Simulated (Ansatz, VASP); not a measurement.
## Bi in VASP and in Ansatz

The input POSCAR:

```
Bi
1.0
   -1.9814305318      1.9814305318      1.9814305318
    1.9814305318     -1.9814305318      1.9814305318
    1.9814305318      1.9814305318     -1.9814305318
Bi
1
Direct
    0.0000000000      0.0000000000      0.0000000000
```

INCAR.step1

```
SYSTEM = Bi
ALGO     = Normal         ! electronic algorithm
EDIFF    = 1E-5           ! SCF threshold, eV
ENCUT    = 520            ! plane-wave cutoff, eV
GGA      = PE             ! functional
ISIF     = 2              ! what is computed and relaxed
ISMEAR   = -1             ! smearing method
LASPH    = .TRUE.         ! aspherical terms in the spheres
LCHARG   = .FALSE.        ! write CHGCAR
LREAL    = .FALSE.        ! projectors in reciprocal space
LWAVE    = .TRUE.         ! write WAVECAR
NBANDS   = 14             ! bands
NELM     = 100            ! most SCF steps
PREC     = Accurate       ! precision mode
SIGMA    = 0.05           ! smearing width, eV
```

File INCAR.step2:

```
SYSTEM = Bi
AEXX     = 0.2            ! exact-exchange fraction
AGGAC    = 0.81         
AGGAX    = 0.72         
ALDAC    = 0.19         
ALGO     = Normal         ! electronic algorithm
EDIFF    = 1E-6           ! SCF threshold, eV
ENCUT    = 520            ! plane-wave cutoff, eV
GGA      = B3             ! functional
ISIF     = 2              ! what is computed and relaxed
ISMEAR   = -1             ! smearing method
ISTART   = 1            
LASPH    = .TRUE.         ! aspherical terms in the spheres
LCHARG   = .FALSE.        ! write CHGCAR
LHFCALC  = .TRUE.         ! exact exchange
LREAL    = .FALSE.        ! projectors in reciprocal space
LWAVE    = .FALSE.        ! write WAVECAR
NBANDS   = 14             ! bands
NELM     = 100            ! most SCF steps
PREC     = Accurate       ! precision mode
PRECFOCK = Normal       
SIGMA    = 0.05           ! smearing width, eV
```

Contents of KPOINTS:

```
k-points
0
G
  5 5 5
  0 0 0
```

input.yaml

```yaml
crystal:
  lattice:
    - [-1.9814305318, 1.9814305318, 1.9814305318]
    - [1.9814305318, -1.9814305318, 1.9814305318]
    - [1.9814305318, 1.9814305318, -1.9814305318]
  atoms:
    - { symbol: Bi, position: [0.0, 0.0, 0.0] }
hamiltonian:
  xc: b3lyp
  pseudopotentials: { kind: paw }
kpoints:
  mp_grid: { grid: [5, 5, 5] }
scf:
  occupations: { method: fermi_dirac, width: 0.05 }
output:
  forces: true
  stress: true
  eigenvalues: true
```

Alike in both runs: task single point; functional B3LYP; k mesh 5 × 5 × 5; occupations fermi-dirac, width 0.05 eV; no spin polarisation.

|  | VASP | Ansatz |
| --- | --- | --- |
| version | VASP 6.6.1 | Ansatz 0.2.0 |
| potentials or method | VASP PAW PBE potentials, release 64 (Bi_d) | Ansatz PAW |
| plane-wave cutoff (eV) | 520 | 420 |
| valence electrons in the cell | 15 | 15 |

Ansatz gave:

```
gap on the k mesh at the Fermi level (eV) : none
pressure (GPa)                            : 1.8
```

Task: Estimate VASP's values.

Result: gap on the k mesh at the Fermi level (eV): none; pressure (GPa): 1.9.

VASP's potentials were made for PBE, not for B3LYP. A gap of «none» marks a metal or a gap that the smearing closes.

The k mesh is coarse, so the values compare programs but aren't converged. Spin-orbit coupling is off throughout.
